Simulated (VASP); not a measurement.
BN: single point with PBE+D3(BJ)

The system is BN.

```
B N
1.0
     2.56451    0.00000    0.00000
    -1.28225    2.17036    0.00000
     0.00000    0.00000    6.59240
B N
2 2
Direct
  0.86170 0.00000 0.50000
  0.47187 0.66667 0.00000
  0.13787 0.00000 0.00000
  0.52861 0.33333 0.50000
```

This cell differs from its parent crystal: atoms displaced along a vibrational mode, the cell strained.

```json
{
 "Program": "VASP 6.6.1",
 "Task": "single point",
 "Functional": "PBE",
 "Dispersion": "D3(BJ)",
 "Potentials or basis": "VASP PAW PBE potentials, release 64 (B, N)",
 "Cutoff": "520 eV",
 "k mesh": "12 × 12 × 4",
 "Occupations": "methfessel-paxton, width 0.05 eV",
 "Spin": "no spin polarisation"
}
```

- Pressure: -7.6 GPa
- Largest force: 0.291 eV/Å
- Band gap on the k mesh: 3.38 eV (least direct gap 3.79 eV)
- Dispersion energy per atom: -0.139 eV

Forces in eV/Å, atoms in the order of the input:
```
B    0.030  0.222  0.000
B   -0.037  0.244  0.000
N   -0.007 -0.291  0.000
N    0.014 -0.174  0.000
```

Stress tensor (GPa, compression positive):
```
-20.07   0.41   0.00
  0.41  -3.49   0.00
  0.00   0.00   0.87
```

Levels at points of the mesh, in eV from the valence-band top:
| k point | band 6 | band 7 | band 8 | band 9 | band 10 | band 11 |
| --- | --- | --- | --- | --- | --- | --- |
| (0.00, 0.00, 0.00) | -1.63 | -1.56 | -1.54 | 5.02 | 9.90 | 10.80 |
| (0.50, 0.00, 0.00) | -4.16 | -1.48 | -1.03 | 4.21 | 5.14 | 9.04 |
| (0.50, 0.50, 0.00) | -4.16 | -1.82 | -0.49 | 3.38 | 5.87 | 9.06 |
| (0.00, 0.50, 0.00) | -4.50 | -1.36 | -0.72 | 4.08 | 5.33 | 8.51 |
| (0.00, 0.00, 0.50) | -1.63 | -1.56 | -1.54 | 7.34 | 7.35 | 10.81 |
| (0.50, 0.00, 0.50) | -4.18 | -1.19 | -1.17 | 4.31 | 4.40 | 9.43 |
| (0.50, 0.50, 0.50) | -4.17 | -1.21 | -1.18 | 4.39 | 4.40 | 9.50 |
| (0.00, 0.50, 0.50) | -4.50 | -0.99 | -0.97 | 4.41 | 4.44 | 8.81 |

Wall time 95 s on 1 thread of AMD EPYC 7R13 (shared host), peak memory 0.21 GiB.

Caveat: the cell differs from its parent crystal (atoms displaced along a vibrational mode, the cell strained); the stress differs along the axes, from -20 to 1 GPa. A k mesh can miss the band edges.
